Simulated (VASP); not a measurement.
# SiC (Moissanite) (P6_3mc) in VASP: further runs, part 2 of 3

VASP 6.6.1.

## (3) Single point, PBE

This run uses another cell than the first one, of 10.60 Å³/atom, 1.051 times its volume.

INCAR reads:

```
ALGO = Normal
EDIFF = 1E-7
ENCUT = 520
GGA = PE
ISIF = 2
ISMEAR = 0
LASPH = True
LCHARG = False
LREAL = False
LWAVE = False
NBANDS = 16
NELM = 80
PREC = Accurate
SIGMA = 0.01
```

KPOINTS reads:

```
k-points
0
Gamma
  12 12 4
```

POSCAR reads:

```
SiC
1.0
    3.1014226405      0.0000000000      0.0000000000
   -1.5507113202      2.6859066183      0.0000000000
    0.0000000000      0.0000000000      5.0897209003
Si C
2 2
Direct
    0.3333333333      0.6666666667      0.0000000000
    0.6666666667      0.3333333333      0.5000000000
    0.3333333333      0.6666666667      0.3850000000
    0.6666666667      0.3333333333      0.8850000000
```

Potentials or basis: VASP PAW PBE potentials, release 64 (Si, C).

On the command line:

```bash
$ cat potpaw_PBE.64/Si/POTCAR potpaw_PBE.64/C/POTCAR > POTCAR
$ mpirun -np 1 vasp_std > vasp.out
```

OUTCAR:

```text
EDIFF = 1E-7
   ENCUT = 520
   GGA = PE
   ISIF = 2
   ISMEAR = 0
   LASPH = True
   LREAL = False
   NELM = 80
   PREC = Accurate

 ion  position               nearest neighbor table
   1  0.333  0.667  0.000-   4 1.88   4 1.88   4 1.88   3 1.96   2 3.11   2 3.11   2 3.11   2 3.11
                             2 3.11   2 3.11
   2  0.667  0.333  0.500-   3 1.88   3 1.88   3 1.88   4 1.96   1 3.11   1 3.11   1 3.11   1 3.11
                             1 3.11   1 3.11
   3  0.333  0.667  0.385-   2 1.88   2 1.88   2 1.88   1 1.96
   4  0.667  0.333  0.885-   1 1.88   1 1.88   1 1.88   2 1.96

  LATTYP: Found a hexagonal cell.
 ALAT       =     3.1014226405
 C/A-ratio  =     1.6410923277

  Lattice vectors:

 A1 = (   3.1014226405,   0.0000000000,   0.0000000000)
 A2 = (  -1.5507113202,   2.6859066183,   0.0000000000)
 A3 = (   0.0000000000,   0.0000000000,   5.0897209003)

Analysis of symmetry for initial positions (statically):
=====================================================================
 Subroutine PRICEL returns:
 Original cell was already a primitive cell.

 Routine SETGRP: Setting up the symmetry group for a
 hexagonal supercell.

 Subroutine GETGRP returns: Found 12 space group operations
 (whereof  6 operations were pure point group operations)
 out of a pool of 24 trial point group operations.

The static configuration has the point symmetry C_3v.
 The point group associated with its full space group is C_6v.

Analysis of symmetry for dynamics (positions and initial velocities):
=====================================================================
 Subroutine PRICEL returns:
 Original cell was already a primitive cell.

 Routine SETGRP: Setting up the symmetry group for a
 hexagonal supercell.

 Subroutine GETGRP returns: Found 12 space group operations
 (whereof  6 operations were pure point group operations)
 out of a pool of 24 trial point group operations.

The dynamic configuration has the point symmetry C_3v.
 The point group associated with its full space group is C_6v.

 Subroutine INISYM returns: Found 12 space group operations
 (whereof  6 operations are pure point group operations),
 and found     1 'primitive' translations

----------------------------------------------------------------------------------------

                                     Primitive cell

  volume of cell :      42.3980

  direct lattice vectors                    reciprocal lattice vectors
     3.101422641  0.000000000  0.000000000     0.322432676  0.186156881  0.000000000
    -1.550711320  2.685906618  0.000000000     0.000000000  0.372313763  0.000000000
     0.000000000  0.000000000  5.089720900     0.000000000  0.000000000  0.196474427

  length of vectors
     3.101422641  3.101419024  5.089720900     0.372313329  0.372313763  0.196474427

  position of ions in fractional coordinates (direct lattice)
     0.333333333  0.666666667  0.000000000
     0.666666667  0.333333333  0.500000000
     0.333333333  0.666666667  0.385000000
     0.666666667  0.333333333  0.885000000

  ion indices of the primitive-cell ions
   primitive index   ion index
                 1           1
                 2           2
[... 30 lines left out ...]
            Coordinates               Weight
  0.000000  0.000000  0.000000      1.000000
  0.083333  0.000000  0.000000      6.000000
  0.166667  0.000000  0.000000      6.000000
  0.250000  0.000000  0.000000      6.000000
  0.333333  0.000000  0.000000      6.000000
  0.416667  0.000000  0.000000      6.000000
[... 16 lines left out ...]
  0.250000  0.000000  0.250000     12.000000
  0.333333  0.000000  0.250000     12.000000
 [... further k-points ...]
   k-points           NKPTS =     57   k-points in BZ     NKDIM =     57   number of bands    NBANDS=     16
   number of dos      NEDOS =    301   number of ions     NIONS =      4
   total plane-waves  NPLWV =  23040
   dimension x,y,z NGX =    24 NGY =   24 NGZ =   40
   dimension x,y,z NGXF=    48 NGYF=   48 NGZF=   80
   ions per type =               2   2
   NGX,Y,Z   is equivalent  to a cutoff of  12.86, 12.86, 13.07 a.u.
   NGXF,Y,Z  is equivalent  to a cutoff of  25.73, 25.73, 26.13 a.u.
 SYSTEM =  unknown system
   PREC   = accura    normal or accurate (medium, high low for compatibility)
   ISTART =      0    job   : 0-new  1-cont  2-samecut
   ICHARG =      2    charge: 1-file 2-atom 10-const
   ISPIN  =      1    spin polarized calculation?
   LNONCOLLINEAR =      F non collinear calculations
   LSORBIT =      F    spin-orbit coupling
   LASPH  =      T    aspherical Exc in radial PAW
   ENCUT  =  520.0 eV  38.22 Ry    6.18 a.u.   5.77  5.77  9.46*2*pi/ulx,y,z
   NELM   =     80;   NELMIN=  2; NELMDL= -5     # of ELM steps
   EDIFF  = 0.1E-06   stopping-criterion for ELM
   LREAL  =      F    real-space projection
   EDIFFG = 0.1E-05   stopping-criterion for IOM
   NSW    =      0    number of steps for IOM
   IBRION =     -1    ionic relax: 0-MD 1-quasi-New 2-CG
   NFREE  =      0    steps in history (QN), initial steepest desc. (CG)
   ISIF   =      2    stress and relaxation
   ISYM   =      2    0-nonsym 1-usesym 2-fastsym
   POTIM  = 0.5000    time-step for ionic-motion
   TEBEG  =    0.0;   TEEND  =   0.0 temperature during run
   PSTRESS=    0.0 pullay stress
   NELECT =      16.0000    total number of electrons
   NUPDOWN=      -1.0000    fix difference up-down
   EMIN   =  10.00;   EMAX   =-10.00  energy-range for DOS
   EFERMI =   0.00;   METHOD = LEGACY
   ISMEAR =     0;   SIGMA  =   0.01  broadening in eV -4-tet -1-fermi 0-gaus
   EFERMI_NEDOS =   21; number of points for ismear=-14 and -15
   IALGO  =     38    algorithm
   IMIX   =      4    mixing-type and parameters
     AMIX     =   0.40;   BMIX     =  1.00
     AMIX_MAG =   1.60;   BMIX_MAG =  1.00
  volume/ion in A,a.u.               =      10.60        71.53
  Fermi-wavevector in a.u.,A,eV,Ry     =   1.183040  2.235622 19.042502  1.399584
  Thomas-Fermi vector in A             =   2.319283
   LORBIT       =      0    0 simple, 1 ext, 2 COOP (PROOUT), +10 PAW based schemes
   GGA     = PE    functional components
   LHFCALC =     F    Hartree Fock is set to
   AEXX    =    0.0000 exact exchange contribution
   IVDW    =     0    specifies the selected vdW correction
   LEPSILON=     F    determine dielectric tensor
   LRPA    =     F    only Hartree local field effects (RPA)
 non-spin polarized calculation
 Gauss-broadening in eV      SIGMA  =   0.01
  energy-cutoff  :      520.00
  volume of cell :       42.40
 maximum number of plane-waves:      1170
 NGX is ok and might be reduce to    24
   NGX = 11   NGY = 11   NGZ = 19

 number of electron      16.0000001 magnetization

 Free energy of the ion-electron system (eV)
  ---------------------------------------------------
  ext. energy  EPLUGINS =         0.00000000
  ---------------------------------------------------
  free energy    TOTEN  =       -30.07411929 eV

  energy without entropy =      -30.07411929  energy(sigma->0) =      -30.07411929

 E-fermi :   8.2156     XC(G=0): -11.2411

 val. band max:        8.1324657634   @ k =   0.0000   0.0000   0.0000
 cond. band min:      10.4998686511   @ k =   0.3333   0.3333   0.0000
 fundamental gap:      2.3674028877
 Fermi energy:         8.2155954217

 k-point     1 :       0.0000    0.0000    0.0000
  band No.  band energies     occupation
      1      -7.3973      2.00000
      2      -3.9882      2.00000
      3      -0.4155      2.00000
      4       6.5880      2.00000
      5       6.5880      2.00000
      6       7.8553      2.00000
[... 433 lines left out ...]
      3       0.8937      2.00000
      4       2.7114      2.00000
      5       3.1846      2.00000
      6       5.2193      2.00000
[... 8 lines left out ...]
     15      19.2247      0.00000
     16      19.5624      0.00000

 [... further k-points ...]

------------------------ aborting loop because EDIFF is reached ----------------------------------------

  FORCE on cell =-STRESS in cart. coord.  units (eV):
  Direction    XX          YY          ZZ          XY          YZ          ZX
  --------------------------------------------------------------------------------------
  -------------------------------------------------------------------------------------
  Total       -0.1076475     -0.1076471     -1.1358979     -0.0000000      0.0000000     -0.0000000
  in kB       -4.0678839     -4.0678712    -42.9243809     -0.0000000      0.0000000     -0.0000000
  external PRESSURE =     -17.0200453 kB  Pullay stress =       0.0000000 kB

 VOLUME and BASIS-vectors are now :
 -----------------------------------------------------------------------------
  energy-cutoff  :      520.00
  volume of cell :       42.40
      direct lattice vectors                 reciprocal lattice vectors
     3.101422641  0.000000000  0.000000000     0.322432676  0.186156881  0.000000000
    -1.550711320  2.685906618  0.000000000     0.000000000  0.372313763  0.000000000
     0.000000000  0.000000000  5.089720900     0.000000000  0.000000000  0.196474427

 POSITION                                       TOTAL-FORCE (eV/Angst)
 -----------------------------------------------------------------------------------
     -0.00000      1.79060      0.00000         0.000000      0.000000      0.713974
      1.55071      0.89530      2.54486        -0.000000     -0.000000      0.713974
     -0.00000      1.79060      1.95954        -0.000000     -0.000000     -0.713974
      1.55071      0.89530      4.50440         0.000000      0.000000     -0.713974
 -----------------------------------------------------------------------------------
    total drift:                               -0.000000      0.000000      0.000325

  FREE ENERGIE OF THE ION-ELECTRON SYSTEM (eV)
  ---------------------------------------------------
  free  energy   TOTEN  =       -30.0741192884 eV

  energy  without entropy=      -30.0741192884  energy(sigma->0) =      -30.07411929
```

Run time: 26 s. Hardware: 1 thread of Intel Xeon Platinum 8259CL at 2.50GHz (Skylake/Cascade Lake), shared host; peak memory 0.17 GiB.

What came out:

| Property | Result |
| --- | --- |
| Free energy | -30.0741 eV |
| Pressure | -1.7 GPa |
| Largest force | 0.714 eV/Å |
| Band gap on the k mesh | 2.37 eV, indirect (least direct gap 4.03 eV) |

Forces in eV/Å, atoms in the order of the input:
```
Si   0.000  0.000  0.714
Si   0.000  0.000  0.714
C    0.000  0.000 -0.714
C    0.000  0.000 -0.714
```

Stress tensor (GPa, compression positive):
```
-0.41  0.00  0.00
 0.00 -0.41  0.00
 0.00  0.00 -4.29
```

Levels at points of the mesh, in eV from the valence-band top:
```tsv
k point	band 4	band 5	band 6	band 7	band 8	band 9	band 10	band 11	band 12	band 13
(0.00, 0.00, 0.00)	-1.54	-1.54	-0.28	-0.28	0.00	4.41	5.77	6.36	6.36	7.34
(0.50, 0.00, 0.00)	-6.49	-5.34	-3.49	-3.19	-1.48	2.55	4.16	6.55	7.11	9.48
(0.00, 0.00, 0.50)	-4.41	-0.96	-0.96	-0.96	-0.96	5.49	5.49	7.04	7.04	7.04
(0.50, 0.00, 0.50)	-8.34	-2.65	-2.65	-2.31	-2.31	3.11	3.11	4.89	4.89	10.21
```

(Part 2 of 3 ends here.)
